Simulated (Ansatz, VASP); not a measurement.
W in VASP and in Ansatz

The input INCAR:

```
SYSTEM = W
PREC     = Accurate       ! precision mode
ENCUT    = 500            ! plane-wave cutoff, eV
EDIFF    = 1E-7           ! SCF threshold, eV
ISMEAR   = 0              ! smearing method
SIGMA    = 0.1            ! smearing width, eV
LREAL    = .False.        ! projectors in reciprocal space
LASPH    = .True.         ! aspherical terms in the spheres
NELM     = 120            ! most SCF steps
ALGO     = Normal         ! electronic algorithm
ISIF     = 3              ! what is computed and relaxed
LWAVE    = .False.        ! write WAVECAR
LCHARG   = .False.        ! write CHGCAR
GGA      = PE             ! functional
IBRION   = 2              ! ionic algorithm
NSW      = 100            ! ionic steps
EDIFFG   = -0.002         ! ionic threshold
GGA_COMPAT= .False.      
NELMIN   = 4
```

File KPOINTS:

```
Automatic mesh
0
Gamma
  18 18 18
  0 0 0
```

POSCAR

```
W
1.0
   -1.5925568131      1.5925568131      1.5925568131
    1.5925568131     -1.5925568131      1.5925568131
    1.5925568131      1.5925568131     -1.5925568131
W
1
Direct
    0.0000000000      0.0000000000      0.0000000000
```

Input for Ansatz:

```yaml
crystal:
  lattice:
    - [-1.5925568131, 1.5925568131, 1.5925568131]
    - [1.5925568131, -1.5925568131, 1.5925568131]
    - [1.5925568131, 1.5925568131, -1.5925568131]
  atoms:
    - { symbol: W, position: [0.0, 0.0, 0.0] }
basis:
  ecutwfc: 420
kpoints:
  mp_grid: { grid: [18, 18, 18] }
hamiltonian:
  xc: pbe
scf:
  occupations: { method: gaussian, width: 0.1 }
output:
  forces: true
  stress: true
  eigenvalues: true
relax:
  adjacent_minimum: "off"
  f_tol: 0.002
  max_steps: 80
  cell: { stress_tol: 0.02 }
```

Alike in both runs: task relaxation of cell and atoms; functional PBE; k mesh 18 × 18 × 18; occupations gaussian, width 0.1 eV; no spin polarisation.

```csv
,VASP,Ansatz
version,VASP 6.6.1,Ansatz 0.2.0
potentials or method,"VASP PAW PBE potentials, release 64 (W_sv), cutoff 500 eV","scalar-relativistic, plane waves, PAW"
valence electrons in the cell,14,14
```

```csv
,VASP,Ansatz,Ansatz less VASP
"gap on the k mesh at the Fermi level, each at its own relaxed structure (eV)",none,none,-
relaxed volume (Å³/atom),16.16,16.13,-0.025
relaxed cell length with the largest relative difference (Å),2.758,2.757,-0.0014
```

A gap of «none» marks a metal or a gap that the smearing closes.

Neither program's run includes spin-orbit coupling.
